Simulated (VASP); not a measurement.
# Al12O in VASP: further runs

The runs below take Al12O through single point, with PBE.

Program: VASP 6.6.1. These are calculated values, not measurements. Logs are shortened: lines on timing, memory, paths and dates and some standing lists are left out, and cuts for length are marked.

### Step 1. The cell of the first run

The cell holds a slab with vacuum, 13 atoms: a = 5.714 Å, b = 5.714 Å, c = 19.675 Å, α = 90.00°, β = 90.00°, γ = 90.00°.

### Step 2. Single point, PBE

INCAR reads:

```
ALGO = Normal
DIPOL = 0.5 0.5 0.321
EDIFF = 1E-6
ENCUT = 520
GGA = PE
IDIPOL = 3
ISIF = 2
ISMEAR = 0
LASPH = T
LCHARG = F
LDIPOL = T
LREAL = F
LWAVE = F
NBANDS = 33
NELM = 60
PREC = Accurate
SIGMA = 0.1
```

KPOINTS reads:

```
k-points
0
Gamma
  5 5 1
```

POSCAR reads:

```
Al12O
1.0
    5.7143028096      0.0000000000      0.0000000000
    0.0000000000      5.7143028096      0.0000000000
    0.0000000000      0.0000000000     19.6750228481
Al O
12 1
Direct
    0.2500000000      0.2500000000      0.2033034488
    0.2500000000      0.7500000000      0.2033034488
    0.7500000000      0.2500000000      0.2033034488
    0.7500000000      0.7500000000      0.2033034488
    0.0000000000      0.0000000000      0.3092772432
    0.0000000000      0.5000000000      0.3092772432
    0.5000000000      0.0000000000      0.3092772432
    0.5000000000      0.5000000000      0.3092772432
    0.2500000000      0.2500000000      0.4155025847
    0.2500000000      0.7500000000      0.4155025847
    0.7500000000      0.2500000000      0.4155025847
    0.7500000000      0.7500000000      0.4155025847
    0.3333333333      0.5000000000      0.4638736760
```

Potentials or basis: VASP PAW PBE potentials, release 64 (Al, O).

Launch:

```
$ cat potpaw_PBE.64/Al/POTCAR potpaw_PBE.64/O/POTCAR > POTCAR
$ mpirun -np 1 vasp_std > vasp.out
```

OUTCAR:

```text
EDIFF = 1E-6
   ENCUT = 520
   GGA = PE
   ISIF = 2
   ISMEAR = 0
   LASPH = T
   LREAL = F
   NELM = 60
   PREC = Accurate

 ion  position               nearest neighbor table
   1  0.250  0.250  0.203-   2 2.86   3 2.86   2 2.86   3 2.86   7 2.90   8 2.90   5 2.90   6 2.90

   2  0.250  0.750  0.203-   1 2.86   4 2.86   1 2.86   4 2.86   7 2.90   8 2.90   5 2.90   6 2.90

   3  0.750  0.250  0.203-   1 2.86   4 2.86   4 2.86   1 2.86   7 2.90   8 2.90   5 2.90   6 2.90

   4  0.750  0.750  0.203-   2 2.86   3 2.86   3 2.86   2 2.86   7 2.90   8 2.90   5 2.90   6 2.90

   5  0.000  0.000  0.309-   6 2.86   7 2.86   6 2.86   7 2.86   1 2.90   2 2.90   3 2.90   4 2.90
                            11 2.91  12 2.91   9 2.91  10 2.91
   6  0.000  0.500  0.309-   5 2.86   8 2.86   5 2.86   8 2.86   1 2.90   2 2.90   3 2.90   4 2.90
                            11 2.91  12 2.91   9 2.91  10 2.91
   7  0.500  0.000  0.309-   5 2.86   8 2.86   8 2.86   5 2.86   1 2.90   2 2.90   3 2.90   4 2.90
                            11 2.91  12 2.91   9 2.91  10 2.91
   8  0.500  0.500  0.309-   6 2.86   7 2.86   7 2.86   6 2.86   1 2.90   2 2.90   3 2.90   4 2.90
                            11 2.91  12 2.91   9 2.91  10 2.91
   9  0.250  0.250  0.416-  13 1.78  11 2.86  10 2.86  10 2.86  11 2.86   6 2.91   7 2.91   8 2.91
                             5 2.91
  10  0.250  0.750  0.416-  13 1.78  12 2.86   9 2.86   9 2.86  12 2.86   6 2.91   7 2.91   8 2.91
                             5 2.91
  11  0.750  0.250  0.416-   9 2.86  12 2.86  12 2.86   9 2.86   5 2.91   6 2.91   7 2.91   8 2.91

  12  0.750  0.750  0.416-  10 2.86  11 2.86  11 2.86  10 2.86   5 2.91   6 2.91   7 2.91   8 2.91

  13  0.333  0.500  0.464-   9 1.78  10 1.78

  LATTYP: Found a simple tetragonal cell.
 ALAT       =     5.7143028096
 C/A-ratio  =     3.4431186977

  Lattice vectors:

 A1 = (   5.7143028096,   0.0000000000,   0.0000000000)
 A2 = (   0.0000000000,   5.7143028096,   0.0000000000)
 A3 = (   0.0000000000,   0.0000000000,  19.6750228481)

Analysis of symmetry for initial positions (statically):
=====================================================================
 Subroutine PRICEL returns:
 Original cell was already a primitive cell.

 Routine SETGRP: Setting up the symmetry group for a
 simple tetragonal supercell.

 Subroutine GETGRP returns: Found  2 space group operations
 (whereof  2 operations were pure point group operations)
 out of a pool of 16 trial point group operations.

The static configuration has the point symmetry C_1h.

Analysis of symmetry for dynamics (positions and initial velocities):
=====================================================================
 Subroutine PRICEL returns:
 Original cell was already a primitive cell.

 Routine SETGRP: Setting up the symmetry group for a
 simple tetragonal supercell.

 Subroutine GETGRP returns: Found  2 space group operations
 (whereof  2 operations were pure point group operations)
 out of a pool of 16 trial point group operations.

The dynamic configuration has the point symmetry C_1h.

 Subroutine INISYM returns: Found  2 space group operations
 (whereof  2 operations are pure point group operations),
 and found     1 'primitive' translations

----------------------------------------------------------------------------------------

                                     Primitive cell

  volume of cell :     642.4536

  direct lattice vectors                    reciprocal lattice vectors
     5.714302810  0.000000000  0.000000000     0.174999476  0.000000000  0.000000000
     0.000000000  5.714302810  0.000000000     0.000000000  0.174999476  0.000000000
     0.000000000  0.000000000 19.675022848     0.000000000  0.000000000  0.050825862

  length of vectors
     5.714302810  5.714302810 19.675022848     0.174999476  0.174999476  0.050825862

  position of ions in fractional coordinates (direct lattice)
     0.250000000  0.250000000  0.203303449
     0.250000000  0.750000000  0.203303449
     0.750000000  0.250000000  0.203303449
     0.750000000  0.750000000  0.203303449
     0.000000000  0.000000000  0.309277243
     0.000000000  0.500000000  0.309277243
     0.500000000  0.000000000  0.309277243
     0.500000000  0.500000000  0.309277243
     0.250000000  0.250000000  0.415502585
     0.250000000  0.750000000  0.415502585
     0.750000000  0.250000000  0.415502585
     0.750000000  0.750000000  0.415502585
     0.333333333  0.500000000  0.463873676

  ion indices of the primitive-cell ions
   primitive index   ion index
                 1           1
                 2           2
                 3           3
                 4           4
                 5           5
                 6           6
                 7           7
                 8           8
                 9           9
                10          10
                11          11
                12          12
                13          13

----------------------------------------------------------------------------------------

 KPOINTS: k-points

Automatic generation of k-mesh.
 Grid dimensions read from file:
 generate k-points for:    5    5    1

 Generating k-lattice:

  Cartesian coordinates                     Fractional coordinates (reciprocal lattice)
     0.034999895  0.000000000  0.000000000     0.200000000  0.000000000  0.000000000
     0.000000000  0.034999895  0.000000000     0.000000000  0.200000000  0.000000000
     0.000000000  0.000000000  0.050825862     0.000000000  0.000000000  1.000000000

  Length of vectors
     0.034999895  0.034999895  0.050825862

  Shift w.r.t. Gamma in fractional coordinates (k-lattice)
     0.000000000  0.000000000  0.000000000

 Subroutine IBZKPT returns following result:
 ===========================================

 Found      9 irreducible k-points:

 Following reciprocal coordinates:
            Coordinates               Weight
  0.000000  0.000000  0.000000      1.000000
  0.200000  0.000000  0.000000      2.000000
  0.000000  0.200000  0.000000      2.000000
  0.400000  0.000000  0.000000      2.000000
  0.000000  0.400000  0.000000      2.000000
  0.200000  0.200000  0.000000      4.000000
  0.400000  0.200000  0.000000      4.000000
 -0.200000  0.400000  0.000000      4.000000
  0.400000  0.400000  0.000000      4.000000
   k-points           NKPTS =      9   k-points in BZ     NKDIM =      9   number of bands    NBANDS=     33
   number of dos      NEDOS =    301   number of ions     NIONS =     13
   total plane-waves  NPLWV = 264600
   dimension x,y,z NGX =    42 NGY =   42 NGZ =  150
   dimension x,y,z NGXF=    84 NGYF=   84 NGZF=  300
   ions per type =              12   1
   NGX,Y,Z   is equivalent  to a cutoff of  12.22, 12.22, 12.67 a.u.
   NGXF,Y,Z  is equivalent  to a cutoff of  24.44, 24.44, 25.35 a.u.
 SYSTEM =  unknown system
   PREC   = accura    normal or accurate (medium, high low for compatibility)
   ISTART =      0    job   : 0-new  1-cont  2-samecut
   ICHARG =      2    charge: 1-file 2-atom 10-const
   ISPIN  =      1    spin polarized calculation?
   LNONCOLLINEAR =      F non collinear calculations
   LSORBIT =      F    spin-orbit coupling
   LASPH  =      T    aspherical Exc in radial PAW
   ENCUT  =  520.0 eV  38.22 Ry    6.18 a.u.  10.62 10.62 36.58*2*pi/ulx,y,z
   NELM   =     60;   NELMIN=  2; NELMDL= -5     # of ELM steps
   EDIFF  = 0.1E-05   stopping-criterion for ELM
   LREAL  =      F    real-space projection
   EDIFFG = 0.1E-04   stopping-criterion for IOM
   NSW    =      0    number of steps for IOM
   IBRION =     -1    ionic relax: 0-MD 1-quasi-New 2-CG
   NFREE  =      0    steps in history (QN), initial steepest desc. (CG)
   ISIF   =      2    stress and relaxation
   ISYM   =      2    0-nonsym 1-usesym 2-fastsym
   POTIM  = 0.5000    time-step for ionic-motion
   TEBEG  =    0.0;   TEEND  =   0.0 temperature during run
   PSTRESS=    0.0 pullay stress
   NELECT =      42.0000    total number of electrons
   NUPDOWN=      -1.0000    fix difference up-down
   EMIN   =  10.00;   EMAX   =-10.00  energy-range for DOS
   EFERMI =   0.00;   METHOD = LEGACY
   ISMEAR =     0;   SIGMA  =   0.10  broadening in eV -4-tet -1-fermi 0-gaus
   EFERMI_NEDOS =   21; number of points for ismear=-14 and -15
   IALGO  =     38    algorithm
   IMIX   =      4    mixing-type and parameters
     AMIX     =   0.40;   BMIX     =  1.00
     AMIX_MAG =   1.60;   BMIX_MAG =  1.00
  volume/ion in A,a.u.               =      49.42       333.50
  Fermi-wavevector in a.u.,A,eV,Ry     =   0.659494  1.246262  5.917609  0.434932
  Thomas-Fermi vector in A             =   1.731646
   LORBIT       =      0    0 simple, 1 ext, 2 COOP (PROOUT), +10 PAW based schemes
   GGA     = PE    functional components
   LHFCALC =     F    Hartree Fock is set to
   AEXX    =    0.0000 exact exchange contribution
   IVDW    =     0    specifies the selected vdW correction
   LEPSILON=     F    determine dielectric tensor
   LRPA    =     F    only Hartree local field effects (RPA)
 non-spin polarized calculation
 Gauss-broadening in eV      SIGMA  =   0.10
  energy-cutoff  :      520.00
  volume of cell :      642.45
 maximum number of plane-waves:     17320
   NGX = 21   NGY = 21   NGZ = 73

 dipolmoment           0.000000      0.000000     -0.111926 electrons x Angstroem

 number of electron      41.9999996 magnetization

 dipolmoment           0.000000      0.000000      0.074930 electrons x Angstroem

 Free energy of the ion-electron system (eV)
  ---------------------------------------------------
  ext. energy  EPLUGINS =         0.00000000
  ---------------------------------------------------
  free energy    TOTEN  =       -49.42823636 eV

  energy without entropy =      -49.38894242  energy(sigma->0) =      -49.40858939

 E-fermi :  -0.5940     XC(G=0):  -4.2494

 val. band max:       -0.6069862760   @ k =   0.0000   0.0000   0.0000
 cond. band min:      -0.5899778872   @ k =   0.0000   0.4000   0.0000
 fundamental gap:      0.0170083888
 Fermi energy:        -0.5939568463

 k-point     1 :       0.0000    0.0000    0.0000
  band No.  band energies     occupation
      1     -19.2420      2.00000
      2     -10.6330      2.00000
      3      -8.4281      2.00000
      4      -6.8420      2.00000
      5      -6.4051      2.00000
      6      -6.2741      2.00000
[... 25 lines left out ...]
     32       2.4743      0.00000
     33       2.4919      0.00000

 k-point     2 :       0.2000    0.0000    0.0000
  band No.  band energies     occupation
      1     -19.2413      2.00000
      2     -10.4574      2.00000
      3      -8.2821      2.00000
      4      -7.8310      2.00000
      5      -6.7522      2.00000
      6      -6.0781      2.00000
[... 25 lines left out ...]
     32       2.4841      0.00000
     33       2.7204      0.00000
[... 214 lines left out ...]
     32       3.0259      0.00000
     33       3.1444      0.00000

 k-point     9 :       0.4000    0.4000    0.0000
  band No.  band energies     occupation
      1     -19.2373      2.00000
      2      -9.2427      2.00000
      3      -8.4434      2.00000
      4      -8.3177      2.00000
      5      -7.5754      2.00000
      6      -7.2030      2.00000
[... 25 lines left out ...]
     32       2.6240      0.00000
     33       2.8407      0.00000

------------------------ aborting loop because EDIFF is reached ----------------------------------------

 vacuum level on the upper side and lower side of the slab       (xc-potential included)         0.177        -0.225

  FORCE on cell =-STRESS in cart. coord.  units (eV):
  Direction    XX          YY          ZZ          XY          YZ          ZX
  --------------------------------------------------------------------------------------
  -------------------------------------------------------------------------------------
  Total       -5.2061185     -9.0913367     -0.0429668      0.0000000      0.0000000     -0.7301656
  in kB      -12.9832339    -22.6723522     -0.1071523      0.0000000      0.0000000     -1.8209172
  external PRESSURE =     -11.9209128 kB  Pullay stress =       0.0000000 kB

 VOLUME and BASIS-vectors are now :
 -----------------------------------------------------------------------------
  energy-cutoff  :      520.00
  volume of cell :      642.45
      direct lattice vectors                 reciprocal lattice vectors
     5.714302810  0.000000000  0.000000000     0.174999476  0.000000000  0.000000000
     0.000000000  5.714302810  0.000000000     0.000000000  0.174999476  0.000000000
     0.000000000  0.000000000 19.675022848     0.000000000  0.000000000  0.050825862

 POSITION                                       TOTAL-FORCE (eV/Angst)
 -----------------------------------------------------------------------------------
      1.42858      1.42858      4.00000         0.004643     -0.017832      0.049038
      1.42858      4.28573      4.00000         0.004643      0.017832      0.049038
      4.28573      1.42858      4.00000        -0.000752      0.024092      0.055611
      4.28573      4.28573      4.00000        -0.000752     -0.024092      0.055611
      0.00000      0.00000      6.08504        -0.112980      0.000000     -0.114679
      0.00000      2.85715      6.08504         0.010717      0.000000     -0.128381
      2.85715      0.00000      6.08504         0.128490      0.000000      0.085185
      2.85715      2.85715      6.08504         0.134385      0.000000     -0.246345
      1.42858      1.42858      8.17502        -0.114289     -0.087609      0.274171
      1.42858      4.28573      8.17502        -0.114289      0.087609      0.274171
      4.28573      1.42858      8.17502         0.219997     -0.183624     -0.186106
      4.28573      4.28573      8.17502         0.219997      0.183624     -0.186106
      1.90477      2.85715      9.12673        -0.379813      0.000000      0.018795
 -----------------------------------------------------------------------------------
    total drift:                               -0.000138      0.000000     -0.000129

  FREE ENERGIE OF THE ION-ELECTRON SYSTEM (eV)
  ---------------------------------------------------
  free  energy   TOTEN  =       -49.4282363567 eV

  energy  without entropy=      -49.3889424171  energy(sigma->0) =      -49.40858939

 vacuum level on the upper side and lower side of the slab         4.238         3.820
```

Run time: 4.9 min. Hardware: 1 thread of AMD EPYC 7R43 (Zen 3), shared host; peak memory 0.56 GiB.

Results:

```yaml
Free_energy: -49.4282 eV
Largest_force: 0.380 eV/Å
Band_gap_on_the_k_mesh: zero (band 21 reaches -0.03 eV, above the bottom of band 22 at -0.89 eV)
```

Forces on the atoms (eV/Å):
```
Al   0.005 -0.018  0.049
Al   0.005  0.018  0.049
Al  -0.001  0.024  0.056
Al  -0.001 -0.024  0.056
Al  -0.113  0.000 -0.115
Al   0.011  0.000 -0.128
Al   0.128  0.000  0.085
Al   0.134  0.000 -0.246
Al  -0.114 -0.088  0.274
Al  -0.114  0.088  0.274
Al   0.220 -0.184 -0.186
Al   0.220  0.184 -0.186
O   -0.380  0.000  0.019
```

Levels at points of the mesh, in eV from the Fermi level:
| k point | band 17 | band 18 | band 19 | band 20 | band 21 | band 22 | band 23 | band 24 | band 25 | band 26 |
| --- | --- | --- | --- | --- | --- | --- | --- | --- | --- | --- |
| (0.00, 0.00, 0.00) | -1.67 | -1.52 | -0.74 | -0.53 | -0.32 | -0.30 | -0.01 | 0.12 | 0.52 | 1.23 |

### Step 3. Single point, PBE

INCAR reads:

```
SYSTEM = Al12O
PREC = Accurate
ENCUT = 520
EDIFF = 1E-6
ISMEAR = 0
SIGMA = 0.1
LREAL = .FALSE.
LASPH = .TRUE.
NELM = 60
ALGO = Normal
ISIF = 2
LWAVE = .FALSE.
LCHARG = .TRUE.
LDIPOL = .TRUE.
IDIPOL = 3
DIPOL = 0.5 0.5 0.323
GGA = PE
LELF = .TRUE.
LVHAR = .TRUE.
LVACPOTAV = .TRUE.
NBANDS = 33
```

KPOINTS reads:

```
Automatic mesh
0
G
  5 5 1
  0 0 0
```

POSCAR: that of step 2 with these lines changed.

```diff
@@ -20,2 +20,2 @@
     0.7500000000      0.7500000000      0.4155025847
-    0.3333333333      0.5000000000      0.4638736760
+    0.2500000000      0.4166666667      0.4843502995
```

Potentials or basis: VASP PAW PBE potentials, release 64 (Al, O).

Launch:

```
$ cat potpaw_PBE.64/Al/POTCAR potpaw_PBE.64/O/POTCAR > POTCAR
$ mpirun -np 1 vasp_std > vasp.out
```

Wall time 5.8 min (1 thread of AMD EPYC 7R43 (Zen 3), shared host); peak memory 0.57 GiB.

It converged, with:

```yaml
Free_energy: -48.4721 eV
Largest_force: 2.313 eV/Å
Band_gap_on_the_k_mesh: zero (band 21 reaches -0.21 eV, above the bottom of band 22 at -0.97 eV)
```

Forces in eV/Å, atoms in the order of the input:
```
Al   0.000  0.029  0.102
Al   0.000  0.010  0.074
Al   0.000  0.049  0.101
Al   0.000 -0.067  0.030
Al  -0.104  0.052 -0.011
Al   0.040  0.007 -0.029
Al   0.104  0.052 -0.011
Al  -0.040  0.007 -0.029
Al   0.000 -1.244 -1.171
Al   0.000 -1.326  1.066
Al   0.000 -0.042 -0.129
Al   0.000  0.161 -0.073
O    0.000  2.312  0.081
```

Levels at points of the mesh, in eV from the Fermi level:
| k point | band 19 | band 20 | band 21 | band 22 | band 23 | band 24 |
| --- | --- | --- | --- | --- | --- | --- |
| (0.00, 0.00, 0.00) | -0.71 | -0.58 | -0.34 | -0.11 | 0.02 | 0.02 |
